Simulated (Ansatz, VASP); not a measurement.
NiO: VASP beside Ansatz

POSCAR

```
NiO
1.0
    0.0000000000      2.2835484600      2.2835484600
    2.2835484600      0.0000000000      2.2835484600
    2.2835484600      2.2835484600      0.0000000000
Ni O
1 1
Direct
    0.0000000000      0.0000000000      0.0000000000
    0.2500000000      0.2500000000      0.2500000000
```

The input INCAR.step1:

```
SYSTEM = NiO
  ALGO = Normal
  EDIFF = 1E-5
  ENCUT = 600
  GGA = PE
  ISMEAR = -1
  ISPIN = 2
  LASPH = .True.
  LCHARG = .False.
  LMAXMIX = 4
  LORBIT = 11
  LREAL = .False.
  LWAVE = .True.
  MAGMOM = 1 0
  NBANDS = 19
  NELM = 150
  PREC = Accurate
  SIGMA = 0.05
```

File INCAR.step2:

```
SYSTEM = NiO
  AEXX = 0.25
  ALGO = Normal
  EDIFF = 1E-7
  EDIFFG = -0.01
  ENCUT = 600
  GGA = PE
  HFSCREEN = 0.3
  IBRION = 2
  ISIF = 3
  ISMEAR = -1
  ISPIN = 2
  ISTART = 1
  LASPH = .True.
  LCHARG = .False.
  LHFCALC = .True.
  LMAXMIX = 4
  LORBIT = 11
  LREAL = .False.
  LWAVE = .False.
  MAGMOM = 1 0
  NELM = 150
  NSW = 60
  PREC = Accurate
  PRECFOCK = Normal
  SIGMA = 0.05
```

The input KPOINTS:

```
k-points
0
Gamma
  5 5 5
  0 0 0
```

input

```
crystal:
  lattice:
    - [0.0, 2.28354846, 2.28354846]
    - [2.28354846, 0.0, 2.28354846]
    - [2.28354846, 2.28354846, 0.0]
  atoms:
    - { symbol: Ni, position: [0.0, 0.0, 0.0], spin: 1.0 }
    - { symbol: O, position: [0.25, 0.25, 0.25] }
hamiltonian:
  xc: { exchange: pbe, correlation: pbe, exx: { coeff: 0.25, omega: 0.3 } }
  pseudopotentials: { kind: paw }
magnetization:
  spin_polarized: true
kpoints:
  mp_grid: { grid: [5, 5, 5] }
scf:
  occupations: { method: fermi_dirac, width: 0.05 }
output:
  forces: true
  stress: true
  eigenvalues: true
  write_density: true
  write_potential: true
  elf: true
  volumetric_format: npy
relax:
  f_tol: 0.01
  max_steps: 40
  cell: { stress_tol: 0.05 }
```

Alike in both runs: task relaxation of cell and atoms; functional PBE-based screened hybrid; k mesh 5 × 5 × 5; occupations fermi-dirac, width 0.05 eV; collinear spin.

```csv
,VASP,Ansatz
version,VASP 6.6.1,Ansatz 0.2.0
potentials or method,"VASP PAW PBE potentials, release 64 (Ni, O)",Ansatz PAW
plane-wave cutoff (eV),600,420
valence electrons in the cell,16,24
```

|  | VASP | Ansatz | Ansatz less VASP |
| --- | --- | --- | --- |
| gap on the k mesh at the Fermi level, each at its own relaxed structure (eV) | none | none | - |
| net moment per atom (μB) | 1.00 | 1.00 | 0.000 |
| size of the moment on the site where the two differ most (μB) | 1.65 | 1.66 | +0.012 |
| relaxed volume (Å³/atom) | 11.02 | 11.00 | -0.015 |
| relaxed cell length with the largest relative difference (Å) | 3.147 | 3.145 | -0.0014 |

VASP's potentials were made for PBE, not for PBE-based screened hybrid. Site moments also hang on the region over which each program counts them. A gap of «none» marks a metal or a gap that the smearing closes. VASP's potentials hold 16 valence electrons a cell and Ansatz's 24, so a difference there can come from the potentials and not from the codes.

The k mesh is coarse, so the values compare programs but aren't converged. Noted on Ansatz's run: the magnetic or orbital state may not be the lowest; the plane-wave basis is chosen anew once the cell has moved, so the energies of steps on either side of that aren't comparable.
